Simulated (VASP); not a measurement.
# Bi in VASP: further runs, part 2 of 3

VASP 6.6.1.

## Step 3: Single point, PBEsol (one atom moved)

File INCAR:

```
PREC     = Accurate       # precision mode
ENCUT    = 520            # plane-wave cutoff, eV
EDIFF    = 1E-7           # SCF threshold, eV
ISMEAR   = 0              # smearing method
SIGMA    = 0.1            # smearing width, eV
LREAL    = F              # projectors in reciprocal space
LASPH    = T              # aspherical terms in the spheres
NELM     = 100            # most SCF steps
ALGO     = Normal         # electronic algorithm
ISIF     = 2              # what is computed and relaxed
LWAVE    = F              # write WAVECAR
LCHARG   = T              # write CHGCAR
GGA      = PS             # functional
LELF     = T              # ELF
LVHAR    = T            
NBANDS   = 22             # bands
```

File KPOINTS:

```
regular mesh
0
Gamma
  9 9 4
```

File POSCAR:

```
Bi
1.0
    4.5390002997      0.0000000000      0.0000000000
   -2.2695001499      3.9308895674      0.0000000000
    0.0000000000      0.0000000000     11.8290000000
Bi
2
Direct
    0.3183940584      0.6624589677      0.2443723054
    0.6666666667      0.3333333333      0.7500000000
```

Potentials or basis: VASP PAW PBE potentials, release 64 (Bi_d).

Started as:

```bash
> cat potpaw_PBE.64/Bi_d/POTCAR > POTCAR
> mpirun -np 1 vasp_std > vasp.out
```

OUTCAR:

```text
PREC = Accurate
   ENCUT = 520
   EDIFF = 1E-7
   ISMEAR = 0
   LREAL = F
   LASPH = T
   NELM = 100
   ISIF = 2
   GGA = PS

 ion  position               nearest neighbor table
   1  0.318  0.662  0.244-
   2  0.667  0.333  0.750-

  LATTYP: Found a hexagonal cell.
 ALAT       =     4.5390002997
 C/A-ratio  =     2.6060804624

  Lattice vectors:

 A1 = (   4.5390002997,   0.0000000000,   0.0000000000)
 A2 = (  -2.2695001499,   3.9308895674,   0.0000000000)
 A3 = (   0.0000000000,   0.0000000000,  11.8290000000)

Analysis of symmetry for initial positions (statically):
=====================================================================
 Subroutine PRICEL returns:
 Original cell was already a primitive cell.

 Routine SETGRP: Setting up the symmetry group for a
 hexagonal supercell.

 Subroutine GETGRP returns: Found  2 space group operations
 (whereof  1 operations were pure point group operations)
 out of a pool of 24 trial point group operations.
[... 151 lines left out ...]
  volume of cell :      211.06
 maximum number of plane-waves:      5785
 NGX is ok and might be reduce to    36
   NGX = 17   NGY = 17   NGZ = 43

 number of electron      29.9999994 magnetization

 Free energy of the ion-electron system (eV)
  ---------------------------------------------------
  ext. energy  EPLUGINS =         0.00000000
  ---------------------------------------------------
  free energy    TOTEN  =        -3.38711169 eV

  energy without entropy =       -3.35182927  energy(sigma->0) =       -3.36947048

 E-fermi :  -1.1491     XC(G=0):  -5.4254

 val. band max:       -1.1727296103   @ k =  -0.3333  -0.1111   0.2500
 cond. band min:      -1.1361869516   @ k =  -0.4444   0.4444   0.0000
 fundamental gap:      0.0365426587
 Fermi energy:        -1.1490788615

 k-point     1 :       0.0000    0.0000    0.0000
  band No.  band energies     occupation
      1     -23.9242      2.00000
      2     -23.9242      2.00000
      3     -23.9201      2.00000
      4     -23.9201      2.00000
      5     -23.9201      2.00000
      6     -23.9201      2.00000
[... 589 lines left out ...]
     21       4.6561      0.00000
     22       4.6975      0.00000

 [... further k-points ...]
[... 5 lines left out ...]
  --------------------------------------------------------------------------------------
  -------------------------------------------------------------------------------------
  Total       -6.7542448     -6.7514179     -0.5302681     -0.0047371     -0.0001966     -0.0006310
  in kB      -51.2729486    -51.2514891     -4.0253812     -0.0359603     -0.0014921     -0.0047898
  external PRESSURE =     -35.5166063 kB  Pullay stress =       0.0000000 kB

 VOLUME and BASIS-vectors are now :
 -----------------------------------------------------------------------------
  energy-cutoff  :      520.00
  volume of cell :      211.06
      direct lattice vectors                 reciprocal lattice vectors
     4.539000300  0.000000000  0.000000000     0.220312830  0.127197672  0.000000000
    -2.269500150  3.930889567  0.000000000     0.000000000  0.254395343  0.000000000
     0.000000000  0.000000000 11.829000000     0.000000000  0.000000000  0.084538000

 POSITION                                       TOTAL-FORCE (eV/Angst)
 -----------------------------------------------------------------------------------
     -0.05826      2.60405      2.89068        -0.000554     -0.000646     -0.010785
      2.26950      1.31030      8.87175         0.000554      0.000646      0.010785
 -----------------------------------------------------------------------------------
    total drift:                                0.000011     -0.000042      0.000007

  FREE ENERGIE OF THE ION-ELECTRON SYSTEM (eV)
  ---------------------------------------------------
  free  energy   TOTEN  =        -3.3871116937 eV

  energy  without entropy=       -3.3518292739  energy(sigma->0) =       -3.36947048
```

OSZICAR:

```text
N       E                     dE             d eps       ncg     rms          rms(c)
DAV:   1     0.262616100490E+03    0.26262E+03   -0.14329E+04  7748   0.117E+03
DAV:   2     0.170352330709E+02   -0.24558E+03   -0.24151E+03  7832   0.318E+02
DAV:   3    -0.271514729615E+01   -0.19750E+02   -0.19535E+02  8498   0.117E+02
DAV:   4    -0.338131386739E+01   -0.66617E+00   -0.66424E+00  9202   0.237E+01
DAV:   5    -0.340167243636E+01   -0.20359E-01   -0.20358E-01 10240   0.395E+00    0.773E-01
DAV:   6    -0.338616590071E+01    0.15507E-01   -0.38600E-02  8558   0.152E+00    0.491E-01
DAV:   7    -0.338580874242E+01    0.35716E-03   -0.40747E-02  8240   0.127E+00    0.133E-01
DAV:   8    -0.338676779317E+01   -0.95905E-03   -0.27730E-03  7808   0.654E-01    0.493E-02
DAV:   9    -0.338703932614E+01   -0.27153E-03   -0.23321E-04  8360   0.816E-02    0.214E-02
DAV:  10    -0.338710137071E+01   -0.62045E-04   -0.53610E-05  8746   0.322E-02    0.373E-03
DAV:  11    -0.338711073538E+01   -0.93647E-05   -0.94166E-06  8174   0.236E-02    0.212E-03
DAV:  12    -0.338711152206E+01   -0.78669E-06   -0.21425E-06  7988   0.128E-02    0.730E-04
DAV:  13    -0.338711162493E+01   -0.10286E-06   -0.18540E-07  6798   0.247E-03    0.410E-04
DAV:  14    -0.338711169372E+01   -0.68794E-07   -0.66450E-08  5940   0.203E-03
   1 F= -.33871117E+01 E0= -.33694705E+01  d E =-.352824E-01
```

It took 6 min on 1 thread of Intel Xeon Platinum 8488C (Sapphire Rapids), shared host; peak memory 0.76 GiB.

Results:

```
Free energy            : -3.3871 eV
Pressure               : -3.6 GPa
Largest force          : 0.011 eV/Å
Band gap on the k mesh : zero (band 15 reaches 0.27 eV, above the bottom of band 16 at -1.88 eV)
```

Forces on the atoms (eV/Å):
```
Bi  -0.001 -0.001 -0.011
Bi   0.001  0.001  0.011
```

Caveat: the cell differs from its parent crystal (one atom moved); the PAW data sets were made with another functional, which shifts forces and pressure a little; spin-orbit coupling is left out, which moves the levels of the heavy elements.

## Step 4: Single point, PBEsol (strained)

File INCAR:

```
SYSTEM = Bi
ALGO = Normal
EDIFF = 1E-6
ENCUT = 520
GGA = PS
ISIF = 2
ISMEAR = 0
LASPH = .TRUE.
LCHARG = .FALSE.
LREAL = .FALSE.
LWAVE = .FALSE.
NBANDS = 22
NELM = 100
PREC = Accurate
SIGMA = 0.1
```

File KPOINTS:

```
k-points
0
G
  9 9 4
  0 0 0
```

File POSCAR:

```
Bi
1.0
    4.4394600231      0.0000000000      0.0000000000
   -2.2197300116      3.8446851592      0.0000000000
    0.0000000000      0.0000000000     11.9244600300
Bi
2
Direct
    0.3333333333      0.6666666667      0.2500000000
    0.6666666667      0.3333333333      0.7500000000
```

Potentials or basis: VASP PAW PBE potentials, release 64 (Bi_d).

Started as:

```bash
> cat potpaw_PBE.64/Bi_d/POTCAR > POTCAR
> mpirun -np 1 vasp_std > vasp.out
```

OUTCAR:

```text
SYSTEM = Bi
   EDIFF = 1E-6
   ENCUT = 520
   GGA = PS
   ISIF = 2
   ISMEAR = 0
   LASPH = .TRUE.
   LREAL = .FALSE.
   NELM = 100
   PREC = Accurate

 ion  position               nearest neighbor table
   1  0.333  0.667  0.250-
   2  0.667  0.333  0.750-

  LATTYP: Found a hexagonal cell.
 ALAT       =     4.4394600231
 C/A-ratio  =     2.6860158596

  Lattice vectors:

 A1 = (   4.4394600231,   0.0000000000,   0.0000000000)
 A2 = (  -2.2197300116,   3.8446851592,   0.0000000000)
 A3 = (   0.0000000000,   0.0000000000,  11.9244600300)

Analysis of symmetry for initial positions (statically):
=====================================================================
 Subroutine PRICEL returns:
 Original cell was already a primitive cell.

 Routine SETGRP: Setting up the symmetry group for a
 hexagonal supercell.

 Subroutine GETGRP returns: Found 24 space group operations
 (whereof 12 operations were pure point group operations)
 out of a pool of 24 trial point group operations.

The static configuration has the point symmetry D_3d.
 The point group associated with its full space group is D_6h.

Analysis of symmetry for dynamics (positions and initial velocities):
=====================================================================
 Subroutine PRICEL returns:
 Original cell was already a primitive cell.

 Routine SETGRP: Setting up the symmetry group for a
 hexagonal supercell.

 Subroutine GETGRP returns: Found 24 space group operations
 (whereof 12 operations were pure point group operations)
 out of a pool of 24 trial point group operations.

The dynamic configuration has the point symmetry D_3d.
 The point group associated with its full space group is D_6h.

 Subroutine INISYM returns: Found 24 space group operations
[... 103 lines left out ...]
   ISIF   =      2    stress and relaxation
   ISYM   =      2    0-nonsym 1-usesym 2-fastsym
   POTIM  = 0.5000    time-step for ionic-motion
   TEBEG  =    0.0;   TEEND  =   0.0 temperature during run
   PSTRESS=    0.0 pullay stress
   NELECT =      30.0000    total number of electrons
   NUPDOWN=      -1.0000    fix difference up-down
   EMIN   =  10.00;   EMAX   =-10.00  energy-range for DOS
   EFERMI =   0.00;   METHOD = LEGACY
   ISMEAR =     0;   SIGMA  =   0.10  broadening in eV -4-tet -1-fermi 0-gaus
   EFERMI_NEDOS =   21; number of points for ismear=-14 and -15
   IALGO  =     38    algorithm
   IMIX   =      4    mixing-type and parameters
     AMIX     =   0.40;   BMIX     =  1.00
     AMIX_MAG =   1.60;   BMIX_MAG =  1.00
  volume/ion in A,a.u.               =     101.77       686.75
  Fermi-wavevector in a.u.,A,eV,Ry     =   0.864779  1.634196 10.175029  0.747844
  Thomas-Fermi vector in A             =   1.982926
   LORBIT       =      0    0 simple, 1 ext, 2 COOP (PROOUT), +10 PAW based schemes
   GGA     = PS    functional components
   LHFCALC =     F    Hartree Fock is set to
   AEXX    =    0.0000 exact exchange contribution
   IVDW    =     0    specifies the selected vdW correction
   LEPSILON=     F    determine dielectric tensor
   LRPA    =     F    only Hartree local field effects (RPA)
 non-spin polarized calculation
 Gauss-broadening in eV      SIGMA  =   0.10
  energy-cutoff  :      520.00
  volume of cell :      203.53
 maximum number of plane-waves:      5514
 NGX is ok and might be reduce to    36
   NGX = 17   NGY = 17   NGZ = 45

 number of electron      30.0000015 magnetization

 Free energy of the ion-electron system (eV)
  ---------------------------------------------------
  ext. energy  EPLUGINS =         0.00000000
  ---------------------------------------------------
  free energy    TOTEN  =        -3.68748243 eV

  energy without entropy =       -3.65603424  energy(sigma->0) =       -3.67175833

 E-fermi :  -1.0102     XC(G=0):  -5.5118

 val. band max:       -1.0205407586   @ k =   0.2222   0.1111   0.0000
 cond. band min:      -0.9914107941   @ k =   0.3333   0.0000   0.2500
 fundamental gap:      0.0291299645
 Fermi energy:        -1.0102293893

 k-point     1 :       0.0000    0.0000    0.0000
  band No.  band energies     occupation
      1     -23.7837      2.00000
      2     -23.7837      2.00000
      3     -23.7766      2.00000
      4     -23.7766      2.00000
      5     -23.7766      2.00000
      6     -23.7766      2.00000
[... 589 lines left out ...]
     21       4.6661      0.00000
     22       5.2780      0.00000

 [... further k-points ...]
[... 5 lines left out ...]
  --------------------------------------------------------------------------------------
  -------------------------------------------------------------------------------------
  Total       -7.0274765     -7.0274765     -0.4521165      0.0000000     -0.0000000      0.0000000
  in kB      -55.3197652    -55.3197652     -3.5590272      0.0000000     -0.0000000      0.0000000
  external PRESSURE =     -38.0661859 kB  Pullay stress =       0.0000000 kB

 VOLUME and BASIS-vectors are now :
 -----------------------------------------------------------------------------
  energy-cutoff  :      520.00
  volume of cell :      203.53
      direct lattice vectors                 reciprocal lattice vectors
     4.439460023  0.000000000  0.000000000     0.225252620  0.130049661  0.000000000
    -2.219730012  3.844685159  0.000000000     0.000000000  0.260099321  0.000000000
     0.000000000  0.000000000 11.924460030     0.000000000  0.000000000  0.083861240

 POSITION                                       TOTAL-FORCE (eV/Angst)
 -----------------------------------------------------------------------------------
     -0.00000      2.56312      2.98112        -0.000000      0.000000      0.000000
      2.21973      1.28156      8.94335         0.000000      0.000000      0.000000
 -----------------------------------------------------------------------------------
    total drift:                               -0.000000      0.000000      0.000000

  FREE ENERGIE OF THE ION-ELECTRON SYSTEM (eV)
  ---------------------------------------------------
  free  energy   TOTEN  =        -3.6874824252 eV

  energy  without entropy=       -3.6560342439  energy(sigma->0) =       -3.67175833
```

stdout:

```text
POSCAR found type information on POSCAR Bi
 POSCAR found :  1 types and       2 ions
 scaLAPACK will be used
 -----------------------------------------------------------------------------
|                                                                             |
|                                                                             |
|     You enforced a specific xc type in the INCAR file but a different       |
|     I HOPE YOU KNOW WHAT YOU ARE DOING!                                     |
|                                                                             |
 -----------------------------------------------------------------------------

 LDA part: xc-table for (Slater+PW92), standard interpolation
 POSCAR, INCAR and KPOINTS ok, starting setup
 FFT: planning ... GRIDC
 FFT: planning ... GRID_SOFT
 FFT: planning ... GRID
 WAVECAR not read
 entering main loop
```

Run time: 71 s. Hardware: 1 thread of Intel Xeon Platinum 8488C (Sapphire Rapids), shared host; peak memory 0.39 GiB.

What came out:

```
Free energy            : -3.6875 eV
Pressure               : -3.8 GPa
Band gap on the k mesh : zero (band 15 reaches 0.60 eV, above the bottom of band 16 at -1.81 eV)
```

Stress tensor (GPa, compression positive):
```
-5.53  0.00  0.00
 0.00 -5.53  0.00
 0.00  0.00 -0.36
```

Caveat: the cell differs from its parent crystal (strained); the PAW data sets were made with another functional, which shifts forces and pressure a little; spin-orbit coupling is left out, which moves the levels of the heavy elements.

(Part 2 of 3 ends here.)
